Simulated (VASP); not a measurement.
BaTiO3: single point with LDA

Crystal: BaTiO3.

```
Ba Ti O
1.0
     3.92269    0.00000    0.00000
     0.00000    2.79391    2.79938
     0.00000   -2.79391    2.79938
Ba Ti O
1 1 3
Cartesian
  0.0000 0.0000 0.0277
  1.9613 0.0000 2.8841
  0.0000 0.0000 2.7611
  1.9613 -1.3809 4.1514
  1.9613 1.3809 4.1514
```

| Quantity | Value |
| --- | --- |
| Program | VASP 6.6.1 |
| Task | single point |
| Functional | LDA |
| Potentials or basis | VASP PAW LDA potentials, release 64 (Ba_sv, Ti_sv, O) |
| Cutoff | 520 eV |
| k mesh | 8 × 8 × 8 |
| Occupations | gaussian, width 0.02 eV |
| Spin | no spin polarisation |
| Dipole correction | no |
| Further INCAR settings | ALGO = Normal; EDIFF = 1e-07; NBANDS = 28 |

The pressure is 2.5 GPa and the largest force is 0.089 eV/Å. The band gap on the k mesh is 1.96 eV (least direct gap 2.19 eV).

Forces on the atoms (eV/Å):
```
Ba   0.000  0.000 -0.032
Ti   0.000  0.000 -0.089
O    0.000  0.000  0.014
O    0.000 -0.041  0.054
O    0.000  0.041  0.054
```

Levels at points of the mesh, in eV from the valence-band top:
```csv
k point,band 16,band 17,band 18,band 19,band 20,band 21,band 22,band 23,band 24,band 25
"(0.00, 0.00, 0.00)",-1.32,-1.20,-0.31,-0.31,-0.23,1.96,2.09,2.16,4.48,4.50
"(0.50, 0.00, 0.00)",-2.22,-1.86,-1.75,-0.98,-0.87,2.31,3.78,3.87,4.49,6.39
"(0.00, 0.50, 0.00)",-2.06,-1.94,-1.83,-0.84,-0.75,2.19,3.80,3.82,4.49,6.49
"(0.50, 0.50, 0.00)",-2.91,-1.69,-0.87,-0.86,-0.10,3.84,3.85,4.23,5.22,8.02
"(0.00, 0.50, 0.50)",-2.94,-1.66,-0.86,-0.83,-0.18,3.81,3.84,4.20,5.37,8.01
"(0.50, 0.50, 0.50)",-2.38,-2.37,-0.09,-0.01,0.00,4.48,4.50,4.56,6.75,6.84
```

Run time: 110 s on 1 thread of Intel(R) Xeon(R) 6975P-C (Granite Rapids), on a shared host, peak memory 0.28 GiB.

Caveat: spin-orbit coupling is left out, which moves the levels of the heavy elements. A k mesh can miss the band edges.
